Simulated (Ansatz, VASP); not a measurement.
# SnGe2 in VASP and in Ansatz

```xyz
6
Lattice="4.2417 0.0000 0.0000 -2.1208 3.6734 0.0000 0.0000 0.0000 10.3577" Properties=species:S:1:pos:R:3 pbc="T T T"
Ge    0.0000    0.0000    9.1340
Ge    2.1208    1.2245    5.5467
Ge    0.0000    2.4489    4.8110
Ge    0.0000    0.0000    1.2237
Sn    0.0000    2.4489    2.1546
Sn    2.1208    1.2245    8.2031
```

Alike in both runs: task single point; functional PBE; k mesh 12 × 12 × 4; occupations fermi-dirac, width 0.02 eV; no spin polarisation.

|  | VASP | Ansatz |
| --- | --- | --- |
| version | VASP 6.6.1 | Ansatz 0.2.0 |
| potentials or method | VASP PAW PBE potentials, release 64 (Ge_d, Sn_d) | plane waves, PAW |
| plane-wave cutoff (eV) | 520 | 420 |
| valence electrons in the cell | 84 | 84 |

VASP gave:

| Property | Result |
| --- | --- |
| pressure (GPa) | 2.2 |
| rms of the force components (eV/Å) | 0.025 |

Task: Estimate Ansatz's values.

Result: Pressure (GPa): 2.3; rms of the force components (eV/Å): 0.024.
